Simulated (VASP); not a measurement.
# SiNi (zincblende type) (F-43m) in VASP: a series of runs

Runs on SiNi (zincblende type). Level: PBE. Tasks: relaxation of cell and atoms.

All numbers are computed with VASP 6.6.1; they aren't measurements. Logs are shortened: lines on timing, memory, paths and dates and some standing lists are left out, and cuts for length are marked.

## (1) The cell of the first run

Symmetry: F-43m, No. 216, cubic system. The conventional cell has a = 4.138 Å, b = 4.138 Å, c = 4.138 Å, α = 90.00°, β = 90.00°, γ = 90.00°. Within 2.4 Å of Ni (site symmetry -43m) lie 4 Si at 1.79 Å. Within 2.4 Å of Si (site symmetry -43m) lie 4 Ni at 1.79 Å.

## (2) Relaxation of cell and atoms, PBE, target pressure 190 GPa, at which the enthalpy is minimised

Contents of INCAR:

```
SYSTEM = SiNi
  PREC = Accurate
  ENCUT = 600
  EDIFF = 1E-6
  ISMEAR = -1
  SIGMA = 0.1
  LREAL = .FALSE.
  LASPH = .TRUE.
  NELM = 60
  ALGO = Normal
  ISIF = 3
  LWAVE = .FALSE.
  LCHARG = .FALSE.
  GGA = PE
  IBRION = 2
  NSW = 60
  EDIFFG = -0.005
  PSTRESS = 1900.0
```

Contents of KPOINTS:

```
Automatic mesh
0
G
  15 15 15
  0 0 0
```

Contents of POSCAR:

```
SiNi
1.0
    0.0000000000      2.0689334062      2.0689334062
    2.0689334062      0.0000000000      2.0689334062
    2.0689334062      2.0689334062      0.0000000000
Ni Si
1 1
Direct
    0.0000000000      0.0000000000      0.0000000000
    0.2500000000      0.2500000000      0.2500000000
```

Potentials or basis: VASP PAW PBE potentials, release 64 (Ni, Si).

Started as:

```
$ cat potpaw_PBE.64/Ni/POTCAR potpaw_PBE.64/Si/POTCAR > POTCAR
$ mpirun -np 1 vasp_std > vasp.out
```

OUTCAR:

```text
SYSTEM = SiNi
   PREC = Accurate
   ENCUT = 600
   EDIFF = 1E-6
   ISMEAR = -1
   LREAL = .FALSE.
   LASPH = .TRUE.
   NELM = 60
   ISIF = 3
   GGA = PE
   IBRION = 2
   NSW = 60
   EDIFFG = -0.005
   PSTRESS = 1900.0

 ion  position               nearest neighbor table
   1  0.000  0.000  0.000-   2 1.79   2 1.79   2 1.79   2 1.79
   2  0.250  0.250  0.250-   1 1.79   1 1.79   1 1.79   1 1.79

  LATTYP: Found a face centered cubic cell.
 ALAT       =     4.1378668124

  Lattice vectors:

 A1 = (   0.0000000000,   2.0689334062,   2.0689334062)
 A2 = (   2.0689334062,   0.0000000000,   2.0689334062)
 A3 = (   2.0689334062,   2.0689334062,   0.0000000000)

Analysis of symmetry for initial positions (statically):
=====================================================================
 Subroutine PRICEL returns:
 Original cell was already a primitive cell.

 Routine SETGRP: Setting up the symmetry group for a
 face centered cubic supercell.

 Subroutine GETGRP returns: Found 24 space group operations
 (whereof 24 operations were pure point group operations)
 out of a pool of 48 trial point group operations.

The static configuration has the point symmetry T_d .

Analysis of symmetry for dynamics (positions and initial velocities):
=====================================================================
 Subroutine PRICEL returns:
 Original cell was already a primitive cell.

 Routine SETGRP: Setting up the symmetry group for a
 face centered cubic supercell.

 Subroutine GETGRP returns: Found 24 space group operations
 (whereof 24 operations were pure point group operations)
 out of a pool of 48 trial point group operations.

The dynamic configuration has the point symmetry T_d .

 Subroutine INISYM returns: Found 24 space group operations
 (whereof 24 operations are pure point group operations),
 and found     1 'primitive' translations

----------------------------------------------------------------------------------------

                                     Primitive cell

  volume of cell :      17.7121

  direct lattice vectors                    reciprocal lattice vectors
     0.000000000  2.068933406  2.068933406    -0.241670417  0.241670417  0.241670417
     2.068933406  0.000000000  2.068933406     0.241670417 -0.241670417  0.241670417
     2.068933406  2.068933406  0.000000000     0.241670417  0.241670417 -0.241670417

  length of vectors
     2.925913683  2.925913683  2.925913683     0.418585442  0.418585442  0.418585442

  position of ions in fractional coordinates (direct lattice)
[... 87 lines left out ...]
   POTIM  = 0.5000    time-step for ionic-motion
   TEBEG  =    0.0;   TEEND  =   0.0 temperature during run
   PSTRESS= 1900.0 pullay stress
   NELECT =      14.0000    total number of electrons
   NUPDOWN=      -1.0000    fix difference up-down
   EMIN   =  10.00;   EMAX   =-10.00  energy-range for DOS
   EFERMI =   0.00;   METHOD = LEGACY
   ISMEAR =    -1;   SIGMA  =   0.10  broadening in eV -4-tet -1-fermi 0-gaus
   EFERMI_NEDOS =   21; number of points for ismear=-14 and -15
   IALGO  =     38    algorithm
   IMIX   =      4    mixing-type and parameters
     AMIX     =   0.40;   BMIX     =  1.00
     AMIX_MAG =   1.60;   BMIX_MAG =  1.00
  volume/ion in A,a.u.               =       8.86        59.76
  Fermi-wavevector in a.u.,A,eV,Ry     =   1.513658  2.860398 31.173118  2.291160
  Thomas-Fermi vector in A             =   2.623419
   LORBIT       =      0    0 simple, 1 ext, 2 COOP (PROOUT), +10 PAW based schemes
   GGA     = PE    functional components
   LHFCALC =     F    Hartree Fock is set to
   AEXX    =    0.0000 exact exchange contribution
   IVDW    =     0    specifies the selected vdW correction
   LEPSILON=     F    determine dielectric tensor
   LRPA    =     F    only Hartree local field effects (RPA)
 conjugate gradient relaxation of ions
 non-spin polarized calculation
  energy-cutoff  :      600.00
  volume of cell :       17.71
 maximum number of plane-waves:       609
   NGX = 11   NGY = 11   NGZ = 11

--------------------------------------- Ionic step        1  -------------------------------------------

 number of electron      13.9999992 magnetization

 Free energy of the ion-electron system (eV)
  ---------------------------------------------------
  ext. energy  EPLUGINS =         0.00000000
  ---------------------------------------------------
  free energy    TOTEN  =        -3.02543630 eV

  energy without entropy =       -3.00476970  energy(sigma->0) =       -3.01510300

------------------------ aborting loop because EDIFF is reached ----------------------------------------

  FORCE on cell =-STRESS in cart. coord.  units (eV):
  Direction    XX          YY          ZZ          XY          YZ          ZX
  --------------------------------------------------------------------------------------
  -------------------------------------------------------------------------------------
  Total       28.0963807     28.0963807     28.0963807      0.0000000      0.0000000     -0.0000000
  in kB     2541.5076948   2541.5076948   2541.5076948      0.0000000      0.0000000     -0.0000000
  external PRESSURE =     641.5076948 kB  Pullay stress =    1900.0000000 kB
[... 25 lines left out ...]
--------------------------------------- Ionic step        2  -------------------------------------------

 number of electron      13.9999993 magnetization

 E-fermi :   7.9170     XC(G=0): -11.1928

 val. band max:        7.9126931091   @ k =  -0.4000   0.2667   0.0000
 cond. band min:       7.9271858333   @ k =   0.4000   0.3333   0.0000
 fundamental gap:      0.0144927242
 Fermi energy:         7.9170186507

 k-point     1 :       0.0000    0.0000    0.0000
  band No.  band energies     occupation
      1      -3.4435      2.00000
      2       4.1433      2.00000
      3       4.1433      2.00000
      4       4.1433      2.00000
      5       5.3139      2.00000
      6       5.3139      2.00000
      7      14.4343      0.00000
      8      14.4343      0.00000
      9      14.4343      0.00000
     10      15.3337      0.00000
     11      15.3337      0.00000
[... 511 lines left out ...]
--------------------------------------- Ionic step        7  -------------------------------------------

 number of electron      14.0000009 magnetization

 Free energy of the ion-electron system (eV)
  ---------------------------------------------------
  ext. energy  EPLUGINS =         0.00000000
  ---------------------------------------------------
  free energy    TOTEN  =        -5.02880858 eV

  energy without entropy =       -5.00749804  energy(sigma->0) =       -5.01815331

 E-fermi :  13.9776     XC(G=0): -13.1904

 val. band max:       13.9449079865   @ k =  -0.3333   0.3333   0.1333
 cond. band min:      14.0199362390   @ k =  -0.4667   0.4667   0.0667
 fundamental gap:      0.0750282525
 Fermi energy:        13.9776054295

 k-point     1 :       0.0000    0.0000    0.0000
  band No.  band energies     occupation
      1      -0.6246      2.00000
      2       8.0345      2.00000
      3       8.0345      2.00000
      4       8.0345      2.00000
      5       9.5176      2.00000
      6       9.5176      2.00000
      7      22.2517      0.00000
      8      22.2517      0.00000
      9      22.2517      0.00000
     10      24.0127      0.00000
     11      24.0127      0.00000
[... 355 lines left out ...]
  energy  without entropy=       -5.0074980399  energy(sigma->0) =       -5.01815331

  enthalpy is  TOTEN    =        17.7009305458 eV   P V=       22.7297391286

 reached required accuracy - stopping structural energy minimisation
```

CONTCAR:

```text
SiNi
   1.00000000000000
     0.0000000000000000    2.1240943922084363    2.1240943922084363
     2.1240943922084372    0.0000000000000000    2.1240943922084363
     2.1240943922084372    2.1240943922084363   -0.0000000000000000
  Ni              Si
     1     1
Direct
     0.0000000000000000    0.0000000000000000    1.0000000000000000
     0.2500000000000000    0.2500000000000000    0.2500000000000000

  0.00000000E+00  0.00000000E+00  0.00000000E+00
  0.00000000E+00  0.00000000E+00  0.00000000E+00
```

Wall time 98 s (1 thread of Intel Xeon 8259CL, shared host); peak memory 0.17 GiB.

Results:

* Free energy: -5.0288 eV
* Relaxed volume: 9.58 Å³/atom
* Relaxed cell: a = 3.004 Å, b = 3.004 Å, c = 3.004 Å, α = 60.00°, β = 60.00°, γ = 60.00°
* Space group after relaxing (to 0.1 Å): F-43m (No. 216)
* Energy change on relaxing (the run minimises the enthalpy): -1001.7 meV/atom
* Ionic steps: 7
* Pressure after relaxing: 189.9 GPa
* Band gap on the k mesh: zero (bands 7 and 8 overlap by 9.72 eV)

Step by step:
| step | energy change (eV) | largest force (eV/Å) | pressure (GPa) | volume (Å³) |
| --- | --- | --- | --- | --- |
| 1 | 0.0000 | 0.0000 | 254.15 | 17.71 |
| 2 | -7.0144 | 0.0000 | 26.57 | 28.45 |
| 3 | -2.4031 | 0.0000 | 177.88 | 19.51 |
| 4 | -2.0377 | 0.0000 | 189.22 | 19.20 |
| 5 | -2.0016 | 0.0000 | 190.41 | 19.17 |
| 6 | -2.0021 | 0.0000 | 190.30 | 19.17 |
| 7 | -2.0034 | 0.0000 | 189.95 | 19.17 |

Final structure:
```cif
data_structure
_symmetry_space_group_name_H-M 'P 1'
_symmetry_Int_Tables_number 1
_cell_length_a 3.0039
_cell_length_b 3.0039
_cell_length_c 3.0039
_cell_angle_alpha 60.000
_cell_angle_beta 60.000
_cell_angle_gamma 60.000
_cell_volume 19.17
loop_
_atom_site_label
_atom_site_type_symbol
_atom_site_fract_x
_atom_site_fract_y
_atom_site_fract_z
_atom_site_occupancy
Ni1 Ni 0.00000 0.00000 0.00000 1
Si1 Si 0.25000 0.25000 0.25000 1
```

Caveat: the cell is relaxed towards a set pressure, so the run minimises the enthalpy, not the energy. Spin polarisation is off, so any magnetic state and its effect on volume and gap are missing.

## (3) Relaxation of cell and atoms, PBE, target pressure 190 GPa, at which the enthalpy is minimised

This run uses another cell than the first one, of 9.59 Å³/atom.

Contents of INCAR:

```
SYSTEM = SiNi
  PREC = Accurate
  ENCUT = 600
  EDIFF = 1E-6
  ISMEAR = -1
  SIGMA = 0.1
  LREAL = .False.
  LASPH = .True.
  NELM = 80
  ALGO = Normal
  ISIF = 3
  LWAVE = .False.
  LCHARG = .False.
  GGA = PE
  IBRION = 2
  NSW = 32
  EDIFFG = -0.005
  PSTRESS = 1900.0
```

Contents of KPOINTS:

```
Automatic mesh
0
Gamma
  15 15 15
  0 0 0
```

Contents of POSCAR:

```
SiNi
1.0
    0.0000000000      2.1243938500      2.1243938500
    2.1243938500      0.0000000000      2.1243938500
    2.1243938500      2.1243938500      0.0000000000
Ni Si
1 1
Direct
    0.0000000000      0.0000000000      0.0000000000
    0.2500000000      0.2500000000      0.2500000000
```

Potentials or basis: VASP PAW PBE potentials, release 64 (Ni, Si).

Started as:

```
$ cat potpaw_PBE.64/Ni/POTCAR potpaw_PBE.64/Si/POTCAR > POTCAR
$ mpirun -np 1 vasp_std > vasp.out
```

Run time: 41 s. Hardware: 1 thread of Intel Xeon 8259CL, shared host; peak memory 0.17 GiB.

The run converged. Its results:

```
Free energy                                                : -5.0423 eV
Relaxed volume                                             : 9.59 Å³/atom
Relaxed cell                                               : a = 3.004 Å, b = 3.004 Å, c = 3.004 Å, α = 60.00°, β = 60.00°, γ = 60.00°
Space group after relaxing (to 0.1 Å)                      : F-43m (No. 216)
Energy change on relaxing (the run minimises the enthalpy) : -1.5 meV/atom
Ionic steps                                                : 3
Pressure after relaxing                                    : 190.0 GPa
Band gap on the k mesh                                     : zero (bands 7 and 8 overlap by 9.71 eV)
```

Step by step:
```tsv
step	energy change (eV)	largest force (eV/Å)	pressure (GPa)	volume (Å³)
1	0.0000	0.0000	190.09	19.17
2	-0.0177	0.0000	189.55	19.19
3	-0.0029	0.0000	189.98	19.18
```

Final structure:
```
Ni Si
1.0
     0.00000    2.12449    2.12449
     2.12449    0.00000    2.12449
     2.12449    2.12449    0.00000
Ni Si
1 1
Direct
  0.00000 0.00000 0.00000
  0.25000 0.25000 0.25000
```

Levels at points of the mesh, in eV from the Fermi level:
| k point | band 5 | band 6 | band 7 | band 8 | band 9 | band 10 |
| --- | --- | --- | --- | --- | --- | --- |
| (0.00, 0.00, 0.00) | -4.46 | -4.46 | 8.27 | 8.27 | 8.27 | 10.03 |

Caveat: the cell is relaxed towards a set pressure, so the run minimises the enthalpy, not the energy.
